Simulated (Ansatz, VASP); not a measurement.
Two plane-wave programs on C

The input POSCAR:

```
C
1.0
   -2.1268362731      1.2279462884      0.0110113261
   -2.1268362731     -1.2279462884      0.0110113261
   -2.7727702027      0.0000000000     10.6198672264
C
6
Direct
   -0.3889014966     -0.3889014966      0.8333543263
    0.3888762812      0.3888762812      0.1666876596
    0.4999873923      0.4999873923      0.5000209930
    0.0555459410      0.0555459410      0.1666790070
    0.1666570521      0.1666570521      0.5000123404
    0.2777681632      0.2777681632      0.8333456737
```

The input INCAR.step1:

```
SYSTEM = C
PREC = Accurate ; ENCUT = 520
ISMEAR = 0 ; SIGMA = 0.05
LREAL = .FALSE. ; LASPH = .TRUE.
NELM = 80 ; NBANDS = 21
GGA = PE ; ALGO = Normal
EDIFF = 1E-4 ; LWAVE = .TRUE.
LCHARG = .FALSE.
```

File INCAR.step2:

```
SYSTEM = C
PREC = Accurate ; ENCUT = 520
EDIFF = 1E-6 ; ISMEAR = 0
SIGMA = 0.05 ; LREAL = .FALSE.
LASPH = .TRUE. ; NELM = 80
ALGO = Normal ; ISIF = 2
LWAVE = .FALSE. ; LCHARG = .TRUE.
METAGGA = R2SCAN ; LMIXTAU = .TRUE.
LELF = .TRUE. ; LVHAR = .TRUE.
NBANDS = 21 ; ISTART = 1
```

Contents of KPOINTS:

```
Automatic mesh
0
G
  12 12 3
  0 0 0
```

Input for Ansatz:

```yaml
crystal:
  lattice:
    - [-2.1268362731, 1.2279462884, 0.0110113261]
    - [-2.1268362731, -1.2279462884, 0.0110113261]
    - [-2.7727702027, 0.0, 10.6198672264]
  atoms:
    - { symbol: C, position: [-0.3889014966, -0.3889014966, 0.8333543263] }
    - { symbol: C, position: [0.3888762812, 0.3888762812, 0.1666876596] }
    - { symbol: C, position: [0.4999873923, 0.4999873923, 0.500020993] }
    - { symbol: C, position: [0.055545941, 0.055545941, 0.166679007] }
    - { symbol: C, position: [0.1666570521, 0.1666570521, 0.5000123404] }
    - { symbol: C, position: [0.2777681632, 0.2777681632, 0.8333456737] }
basis:
  ecutwfc: 500
kpoints:
  mp_grid: { grid: [12, 12, 3] }
hamiltonian:
  xc: r2scan
scf:
  occupations: { method: gaussian, width: 0.05 }
output:
  forces: true
  stress: true
  eigenvalues: true
  write_density: true
  write_potential: true
  elf: true
  volumetric_format: npy
```

Alike in both runs: task single point; functional r2SCAN; k mesh 12 × 12 × 3; occupations gaussian, width 0.05 eV; no spin polarisation.

|  | VASP | Ansatz |
| --- | --- | --- |
| version | VASP 6.6.1 | Ansatz 0.2.0 |
| potentials or method | VASP PAW PBE potentials, release 64 (C), cutoff 520 eV | scalar-relativistic, plane waves, PAW |
| valence electrons in the cell | 24 | 24 |

Ansatz gave:

* gap on the k mesh at the Fermi level (eV): none
* pressure (GPa): 0.1
* traceless stress, the component that is largest in VASP (GPa): 0.23
* rms of the force components (eV/Å): 0.011

Task: Estimate VASP's values.

Result: gap on the k mesh at the Fermi level (eV): none; pressure (GPa): 0.7; traceless stress, the component that is largest in VASP (GPa): -0.51; rms of the force components (eV/Å): 0.011.

VASP's potentials were made for PBE, not for r2SCAN. Atom by atom the forces differ by 0.000 eV/Å (rms over components). A gap of «none» marks a metal or a gap that the smearing closes.
